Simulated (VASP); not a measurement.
# Co (P6_3/mmc) in VASP: further runs

Co is run at these levels: r2SCAN; tasks: single point.

Everything below comes from runs of VASP 6.6.1. Logs are shortened: lines on timing, memory, paths and dates and some standing lists are left out, and cuts for length are marked.

## 1. The cell of the first run

It takes space group P6_3/mmc (No. 194, hexagonal). Conventional cell: a = 2.415 Å, b = 2.415 Å, c = 3.909 Å, α = 90.00°, β = 90.00°, γ = 120.00°. Within 3.2 Å of Co (site symmetry -6m2) lie 12 Co at 2.40 to 2.42 Å.

## 2. Single point, r2SCAN, collinear spin, ferromagnetic start

POSCAR

```
Co
1.0
    2.4154724561      0.0000000000      0.0000000000
   -1.2077362281      2.0918605092      0.0000000000
    0.0000000000      0.0000000000      3.9089026863
Co
2
Direct
    0.6666666667      0.3333333333      0.7500000000
    0.3333333333      0.6666666667      0.2500000000
```

INCAR.step1

```
SYSTEM = Co
PREC     = Accurate       ! precision mode
ENCUT    = 520            ! plane-wave cutoff, eV
ISMEAR   = -1             ! smearing method
SIGMA    = 0.05           ! smearing width, eV
LREAL    = .FALSE.        ! projectors in reciprocal space
LASPH    = .TRUE.         ! aspherical terms in the spheres
NELM     = 150            ! most SCF steps
ISPIN    = 2              ! spin polarisation
MAGMOM   = 2 2            ! initial moments
LMAXMIX  = 4              ! l up to which the mixer works
NBANDS   = 20             ! bands
GGA      = PE             ! functional
ALGO     = Normal         ! electronic algorithm
EDIFF    = 1E-4           ! SCF threshold, eV
LWAVE    = .TRUE.         ! write WAVECAR
LCHARG   = .FALSE.        ! write CHGCAR
```

INCAR.step2

```
SYSTEM = Co
PREC     = Accurate       ! precision mode
ENCUT    = 520            ! plane-wave cutoff, eV
EDIFF    = 1E-6           ! SCF threshold, eV
ISMEAR   = -1             ! smearing method
SIGMA    = 0.05           ! smearing width, eV
LREAL    = .FALSE.        ! projectors in reciprocal space
LASPH    = .TRUE.         ! aspherical terms in the spheres
NELM     = 150            ! most SCF steps
ALGO     = Normal         ! electronic algorithm
ISIF     = 2              ! what is computed and relaxed
LWAVE    = .FALSE.        ! write WAVECAR
LCHARG   = .TRUE.         ! write CHGCAR
ISPIN    = 2              ! spin polarisation
MAGMOM   = 2 2            ! initial moments
LORBIT   = 11             ! projections on sites
LMAXMIX  = 4              ! l up to which the mixer works
METAGGA  = R2SCAN         ! meta-GGA
LMIXTAU  = .TRUE.       
LELF     = .TRUE.         ! ELF
LVHAR    = .TRUE.       
NBANDS   = 20             ! bands
ISTART   = 1
```

KPOINTS

```
Automatic mesh
0
G
  12 12 7
  0 0 0
```

Potentials or basis: VASP PAW PBE potentials, release 64 (Co).

The run is started by

```sh
cat potpaw_PBE.64/Co/POTCAR > POTCAR
cp INCAR.step1 INCAR
mpirun -np 1 vasp_std > vasp.out
cp INCAR.step2 INCAR
mpirun -np 1 vasp_std > vasp.out
```

OUTCAR:

```text
SYSTEM = Co
   PREC = Accurate
   ENCUT = 520
   EDIFF = 1E-6
   ISMEAR = -1
   LREAL = .FALSE.
   LASPH = .TRUE.
   NELM = 150
   ISIF = 2
   ISPIN = 2
   LORBIT = 11
   METAGGA = R2SCAN
   ISTART = 1

 ion  position               nearest neighbor table
   1  0.667  0.333  0.750-   2 2.40   2 2.40   2 2.40   2 2.40   2 2.40   2 2.40
   2  0.333  0.667  0.250-   1 2.40   1 2.40   1 2.40   1 2.40   1 2.40   1 2.40

  LATTYP: Found a hexagonal cell.
 ALAT       =     2.4154724561
 C/A-ratio  =     1.6182766549

  Lattice vectors:

 A1 = (   2.4154724561,   0.0000000000,   0.0000000000)
 A2 = (  -1.2077362281,   2.0918605092,   0.0000000000)
 A3 = (   0.0000000000,   0.0000000000,   3.9089026863)

Analysis of symmetry for initial positions (statically):
=====================================================================
 Subroutine PRICEL returns:
 Original cell was already a primitive cell.

 Routine SETGRP: Setting up the symmetry group for a
 hexagonal supercell.

 Subroutine GETGRP returns: Found 24 space group operations
 (whereof 12 operations were pure point group operations)
 out of a pool of 24 trial point group operations.

The static configuration has the point symmetry D_3d.
 The point group associated with its full space group is D_6h.

Analysis of symmetry for dynamics (positions and initial velocities):
=====================================================================
 Subroutine PRICEL returns:
 Original cell was already a primitive cell.

 Routine SETGRP: Setting up the symmetry group for a
 hexagonal supercell.

 Subroutine GETGRP returns: Found 24 space group operations
 (whereof 12 operations were pure point group operations)
 out of a pool of 24 trial point group operations.

The dynamic configuration has the point symmetry D_3d.
 The point group associated with its full space group is D_6h.

Analysis of structural, dynamic, and magnetic symmetry:
=====================================================================
 Subroutine PRICEL returns:
 Original cell was already a primitive cell.

 Routine SETGRP: Setting up the symmetry group for a
 hexagonal supercell.

 Subroutine GETGRP returns: Found 24 space group operations
 (whereof 12 operations were pure point group operations)
 out of a pool of 24 trial point group operations.

The overall configuration has the point symmetry D_3d.
 The point group associated with its full space group is D_6h.

 Subroutine INISYM returns: Found 24 space group operations
 (whereof 12 operations are pure point group operations),
 and found     1 'primitive' translations

----------------------------------------------------------------------------------------

                                     Primitive cell

  volume of cell :      19.7510

  direct lattice vectors                    reciprocal lattice vectors
     2.415472456  0.000000000  0.000000000     0.413997683  0.239021674  0.000000000
    -1.207736228  2.091860509  0.000000000     0.000000000  0.478043347  0.000000000
     0.000000000  0.000000000  3.908902686     0.000000000  0.000000000  0.255826272

  length of vectors
     2.415472456  2.415472456  3.908902686     0.478043347  0.478043347  0.255826272

  position of ions in fractional coordinates (direct lattice)
     0.666666667  0.333333333  0.750000000
     0.333333333  0.666666667  0.250000000

  ion indices of the primitive-cell ions
   primitive index   ion index
                 1           1
                 2           2

----------------------------------------------------------------------------------------

 KPOINTS: Automatic mesh

Automatic generation of k-mesh.
 Grid dimensions read from file:
 generate k-points for:   12   12    7

 Generating k-lattice:

  Cartesian coordinates                     Fractional coordinates (reciprocal lattice)
     0.034499807  0.019918473  0.000000000     0.083333333  0.000000000  0.000000000
     0.000000000  0.039836946  0.000000000     0.000000000  0.083333333  0.000000000
     0.000000000  0.000000000  0.036546610     0.000000000  0.000000000  0.142857143

  Length of vectors
     0.039836946  0.039836946  0.036546610

  Shift w.r.t. Gamma in fractional coordinates (k-lattice)
     0.000000000  0.000000000  0.000000000

 Subroutine IBZKPT returns following result:
 ===========================================

 Found     76 irreducible k-points:

 Following reciprocal coordinates:
            Coordinates               Weight
  0.000000  0.000000  0.000000      1.000000
  0.083333  0.000000  0.000000      6.000000
  0.166667 -0.000000  0.000000      6.000000
  0.250000  0.000000  0.000000      6.000000
  0.333333  0.000000  0.000000      6.000000
  0.416667  0.000000  0.000000      6.000000
[... 16 lines left out ...]
  0.250000  0.000000  0.142857     12.000000
  0.333333  0.000000  0.142857     12.000000
 [... further k-points ...]
   k-points           NKPTS =     76   k-points in BZ     NKDIM =     76   number of bands    NBANDS=     20
   number of dos      NEDOS =    301   number of ions     NIONS =      2
   total plane-waves  NPLWV =   9720
   dimension x,y,z NGX =    18 NGY =   18 NGZ =   30
   dimension x,y,z NGXF=    36 NGYF=   36 NGZF=   60
   ions per type =               2
   NGX,Y,Z   is equivalent  to a cutoff of  12.39, 12.39, 12.76 a.u.
   NGXF,Y,Z  is equivalent  to a cutoff of  24.78, 24.78, 25.52 a.u.
 SYSTEM =  Co
   PREC   = accura    normal or accurate (medium, high low for compatibility)
   ISTART =      1    job   : 0-new  1-cont  2-samecut
   ICHARG =      0    charge: 1-file 2-atom 10-const
   ISPIN  =      2    spin polarized calculation?
   LNONCOLLINEAR =      F non collinear calculations
   LSORBIT =      F    spin-orbit coupling
   LASPH  =      T    aspherical Exc in radial PAW
   ENCUT  =  520.0 eV  38.22 Ry    6.18 a.u.   4.49  4.49  7.27*2*pi/ulx,y,z
   NELM   =    150;   NELMIN=  2; NELMDL=  0     # of ELM steps
   EDIFF  = 0.1E-05   stopping-criterion for ELM
   LREAL  =      F    real-space projection
[... 7 lines left out ...]
   TEBEG  =    0.0;   TEEND  =   0.0 temperature during run
   PSTRESS=    0.0 pullay stress
   NELECT =      18.0000    total number of electrons
   NUPDOWN=      -1.0000    fix difference up-down
   EMIN   =  10.00;   EMAX   =-10.00  energy-range for DOS
   EFERMI =   0.00;   METHOD = LEGACY
   ISMEAR =    -1;   SIGMA  =   0.05  broadening in eV -4-tet -1-fermi 0-gaus
   EFERMI_NEDOS =   21; number of points for ismear=-14 and -15
   IALGO  =     38    algorithm
   IMIX   =      4    mixing-type and parameters
     AMIX     =   0.40;   BMIX     =  1.00
     AMIX_MAG =   1.60;   BMIX_MAG =  1.00
  volume/ion in A,a.u.               =       9.88        66.64
  Fermi-wavevector in a.u.,A,eV,Ry     =   1.587215  2.999402 34.276500  2.519252
  Thomas-Fermi vector in A             =   2.686407
   LORBIT       =     11    0 simple, 1 ext, 2 COOP (PROOUT), +10 PAW based schemes
   METAGGA = R2SCAN    functional components
   LHFCALC =     F    Hartree Fock is set to
   AEXX    =    0.0000 exact exchange contribution
   IVDW    =     0    specifies the selected vdW correction
   LEPSILON=     F    determine dielectric tensor
   LRPA    =     F    only Hartree local field effects (RPA)
 spin polarized calculation
  energy-cutoff  :      520.00
  volume of cell :       19.75
 maximum number of plane-waves:       551
 NGX is ok and might be reduce to    18
   NGX =  9   NGY =  9   NGZ = 15

 number of electron      18.0000006 magnetization       3.3708626

 Free energy of the ion-electron system (eV)
  ---------------------------------------------------
  ext. energy  EPLUGINS =         0.00000000
  ---------------------------------------------------
  free energy    TOTEN  =       -26.33559239 eV

  energy without entropy =      -26.32363298  energy(sigma->0) =      -26.32961268

 E-fermi :  11.7013     XC(G=0): -15.3233

 val. band max:       11.7008396419   @ k =   0.4167   0.1667   0.4286
 cond. band min:      11.7069524691   @ k =   0.1667  -0.0000   0.1429
 fundamental gap:      0.0061128272
 Fermi energy:        11.7013420371

 spin component 1

 k-point     1 :       0.0000    0.0000    0.0000
  band No.  band energies     occupation
      1       1.7947      1.00000
      2       5.4965      1.00000
      3       8.2253      1.00000
      4       8.2531      1.00000
      5       8.2532      1.00000
      6       8.6099      1.00000
[... 12 lines left out ...]
     19      39.9700      0.00000
     20      39.9701      0.00000

 k-point     2 :       0.0833    0.0000    0.0000
  band No.  band energies     occupation
      1       2.0650      1.00000
      2       5.6549      1.00000
      3       7.9832      1.00000
      4       8.3838      1.00000
      5       8.4539      1.00000
      6       8.5589      1.00000
[... 498 lines left out ...]
 k-point    24 :       0.3333    0.0000    0.1429
  band No.  band energies     occupation
      1       5.1784      1.00000
      2       6.2394      1.00000
      3       6.7001      1.00000
      4       7.5304      1.00000
      5       8.3394      1.00000
      6       8.3602      1.00000
[... 12 lines left out ...]
     19      37.1660      0.00000
     20      38.8734      0.00000

 [... further k-points ...]

 spin component 2

 k-point     1 :       0.0000    0.0000    0.0000
  band No.  band energies     occupation
      1       1.2331      1.00000
      2       6.6460      1.00000
      3      10.5996      1.00000
      4      10.6510      1.00000
      5      10.6511      1.00000
      6      10.9312      1.00000
[... 12 lines left out ...]
     19      40.6772      0.00000
     20      40.6773      0.00000

 k-point     2 :       0.0833    0.0000    0.0000
  band No.  band energies     occupation
      1       1.5095      1.00000
      2       6.8380      1.00000
      3      10.2878      1.00000
      4      10.3574      1.00000
      5      10.8009      1.00000
      6      10.8842      1.00000
[... 498 lines left out ...]
 k-point    24 :       0.3333    0.0000    0.1429
  band No.  band energies     occupation
      1       5.1685      1.00000
      2       7.7902      1.00000
      3       8.2081      1.00000
      4       9.2343      1.00000
      5      10.4562      1.00000
      6      10.7986      1.00000
[... 12 lines left out ...]
     19      38.1485      0.00000
     20      39.6495      0.00000

 [... further k-points ...]
[... 5 lines left out ...]
  --------------------------------------------------------------------------------------
  -------------------------------------------------------------------------------------
  Total        2.4541403      2.4541403      2.4174772     -0.0000000      0.0000000      0.0000000
  in kB      199.0766424    199.0766424    196.1025764     -0.0000000      0.0000000      0.0000000
  external PRESSURE =     198.0852871 kB  Pullay stress =       0.0000000 kB

 VOLUME and BASIS-vectors are now :
 -----------------------------------------------------------------------------
  energy-cutoff  :      520.00
  volume of cell :       19.75
      direct lattice vectors                 reciprocal lattice vectors
     2.415472456  0.000000000  0.000000000     0.413997683  0.239021674  0.000000000
    -1.207736228  2.091860509  0.000000000     0.000000000  0.478043347  0.000000000
     0.000000000  0.000000000  3.908902686     0.000000000  0.000000000  0.255826272

 POSITION                                       TOTAL-FORCE (eV/Angst)
 -----------------------------------------------------------------------------------
      1.20774      0.69729      2.93168        -0.000000     -0.000000     -0.000000
     -0.00000      1.39457      0.97723         0.000000      0.000000      0.000000
 -----------------------------------------------------------------------------------
    total drift:                                0.000000     -0.000000     -0.000000

  FREE ENERGIE OF THE ION-ELECTRON SYSTEM (eV)
  ---------------------------------------------------
  free  energy   TOTEN  =       -26.3355923855 eV

  energy  without entropy=      -26.3236329830  energy(sigma->0) =      -26.32961268

 total charge

# of ion       s       p       d       tot
------------------------------------------
    1        0.552   0.647   7.302   8.500
    2        0.552   0.647   7.302   8.500
--------------------------------------------------
tot          1.103   1.294  14.603  17.001

 magnetization (x)

# of ion       s       p       d       tot
------------------------------------------
    1       -0.014  -0.091   1.830   1.726
    2       -0.014  -0.091   1.830   1.726
--------------------------------------------------
tot         -0.028  -0.181   3.661   3.451
```

It took 2.4 min on 1 thread of Intel Xeon Platinum 8488C (Sapphire Rapids), shared host; peak memory 0.16 GiB.

Results:

```
Free energy                                           : -26.3356 eV
Pressure                                              : 19.8 GPa
Net moment                                            : 3.37 μB per cell
Site moments                                          : Co +1.73 μB
Valence electrons inside the program's atomic spheres : Co 8.50
```

Levels at points of the mesh, in eV from the Fermi level:
Spin up:
```
           k point  band 9  band 10  band 11  band 12  band 13  band 14
(0.00, 0.00, 0.00)   -2.70    -1.44    -1.44    -0.26     7.09    23.54
(0.50, 0.00, 0.00)   -1.18    -1.10     1.18     3.59    10.60    11.48
```
Spin down:
| k point | band 4 | band 5 | band 6 | band 7 | band 8 | band 9 | band 10 | band 11 |
| --- | --- | --- | --- | --- | --- | --- | --- | --- |
| (0.00, 0.00, 0.00) | -1.05 | -1.05 | -0.77 | -0.60 | -0.60 | -0.08 | -0.08 | 1.38 |
| (0.50, 0.00, 0.00) | -2.50 | -1.23 | -1.23 | -0.69 | 1.53 | 1.69 | 1.73 | 2.93 |

Caveat: the cell stands under pressure; the PAW data sets were made with another functional, which shifts forces and pressure a little.

## 3. Single point, r2SCAN, collinear spin, ferromagnetic start

This run uses another cell than the first one, of 10.23 Å³/atom.

POSCAR

```
Co
1.0
    2.4403081180      0.0000000000      0.0000000000
   -1.2201540590      2.1133688233      0.0000000000
    0.0000000000      0.0000000000      3.9656672654
Co
2
Direct
    0.6666666667      0.3333333333      0.7500000000
    0.3333333333      0.6666666667      0.2500000000
```

INCAR.step1

```
ALGO = Normal ; EDIFF = 1E-4
ENCUT = 520 ; GGA = PE
ISMEAR = -1 ; ISPIN = 2
LASPH = True ; LCHARG = False
LMAXMIX = 4 ; LREAL = False
LWAVE = True ; MAGMOM = 2 2
NBANDS = 20 ; NELM = 150
PREC = Accurate ; SIGMA = 0.05
```

INCAR.step2

```
ALGO = Normal ; EDIFF = 1E-7
ENCUT = 520 ; ISIF = 2
ISMEAR = -1 ; ISPIN = 2
ISTART = 1 ; LASPH = True
LCHARG = False ; LMAXMIX = 4
LMIXTAU = True ; LORBIT = 11
LREAL = False ; LWAVE = False
MAGMOM = 2 2 ; METAGGA = R2SCAN
NBANDS = 20 ; NELM = 150
PREC = Accurate ; SIGMA = 0.05
```

KPOINTS

```
k-points
0
Gamma
  12 12 7
```

Potentials or basis: VASP PAW PBE potentials, release 64 (Co).

The run is started by

```sh
cat potpaw_PBE.64/Co/POTCAR > POTCAR
cp INCAR.step1 INCAR
mpirun -np 1 vasp_std > vasp.out
cp INCAR.step2 INCAR
mpirun -np 1 vasp_std > vasp.out
```

Wall time 2.7 min (1 thread of Intel Xeon Platinum 8488C (Sapphire Rapids), shared host); peak memory 0.17 GiB.

It converged, with:

| Quantity | Value |
| --- | --- |
| Free energy | -26.3990 eV |
| Pressure | 9.7 GPa |
| Net moment | 3.44 μB per cell |
| Site moments | Co +1.77 μB |
| Valence electrons inside the program's atomic spheres | Co 8.42 |

Stress tensor (GPa, compression positive):
```
9.84 0.00 0.00
0.00 9.84 0.00
0.00 0.00 9.27
```

Levels at points of the mesh, in eV from the Fermi level:
Spin up:
```
           k point  band 9  band 10  band 11  band 12  band 13  band 14
(0.00, 0.00, 0.00)   -2.71    -1.54    -1.54    -0.31     6.66    23.28
(0.50, 0.00, 0.00)   -1.30    -1.20     1.07     3.39    10.25    11.09
```
Spin down:
| k point | band 5 | band 6 | band 7 | band 8 | band 9 | band 10 |
| --- | --- | --- | --- | --- | --- | --- |
| (0.00, 0.00, 0.00) | -0.98 | -0.83 | -0.56 | -0.56 | -0.02 | -0.02 |
| (0.50, 0.00, 0.00) | -1.17 | -1.12 | -0.68 | 1.48 | 1.63 | 1.67 |

Caveat: the cell stands under pressure; the PAW data sets were made with another functional, which shifts forces and pressure a little.

(Continued in part 2 of 2.)
